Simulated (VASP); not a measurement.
SnO2: single point with r2SCAN

Crystal: SnO2.

```
Sn O
1.0
     4.76024    0.00000    0.00000
     0.00000    4.76024    0.00000
     0.00000    0.00000    3.20078
Sn O
2 4
Direct
  0.00000 0.00000 0.00000
  0.50000 0.50000 0.50000
  0.30591 0.30591 0.00000
  0.19409 0.80591 0.50000
  0.69409 0.69409 0.00000
  0.80591 0.19409 0.50000
```

| Property | Result |
| --- | --- |
| Program | VASP 6.6.1 |
| Task | single point |
| Functional | r2SCAN |
| Potentials or basis | VASP PAW PBE potentials, release 64 (Sn_d, O) |
| Cutoff | 520 eV |
| k mesh | 6 × 6 × 10 |
| Occupations | gaussian, width 0.05 eV |
| Spin | no spin polarisation |

```
Pressure               : 1.1 GPa
Largest force          : 0.028 eV/Å
Band gap on the k mesh : 1.79 eV
```

Forces on the atoms (eV/Å):
```
Sn   0.000  0.000  0.000
Sn   0.000  0.000  0.000
O   -0.020 -0.020  0.000
O    0.020 -0.020  0.000
O    0.020  0.020  0.000
O   -0.020  0.020  0.000
```

Stress tensor (GPa, compression positive):
```
0.90 0.00 0.00
0.00 0.90 0.00
0.00 0.00 1.41
```

Levels at points of the mesh, in eV from the valence-band top:
```csv
k point,band 23,band 24,band 25,band 26,band 27,band 28,band 29,band 30
"(0.00, 0.00, 0.00)",-1.22,-0.78,-0.78,0.00,1.79,6.81,7.05,7.05
"(0.50, 0.00, 0.00)",-1.17,-1.17,-0.62,-0.62,5.00,5.00,7.81,7.81
"(0.50, 0.50, 0.00)",-1.30,-1.30,-0.92,-0.92,5.44,5.44,8.22,8.22
"(0.00, 0.00, 0.50)",-1.67,-1.67,-1.27,-1.27,6.87,6.87,10.53,10.53
"(0.50, 0.00, 0.50)",-1.11,-1.11,-0.69,-0.69,7.15,7.15,8.85,8.85
"(0.50, 0.50, 0.50)",-0.96,-0.96,-0.85,-0.85,5.52,5.52,9.65,9.65
```

Run time: 8.9 min on 1 thread of Intel Xeon 8259CL, on a shared host, peak memory 0.26 GiB.

Caveat: the PAW data sets were made with another functional, which shifts forces and pressure a little; spin-orbit coupling is left out, which moves the levels of the heavy elements. r2SCAN opens gaps a little over a GGA but as a rule still falls short of measured ones.
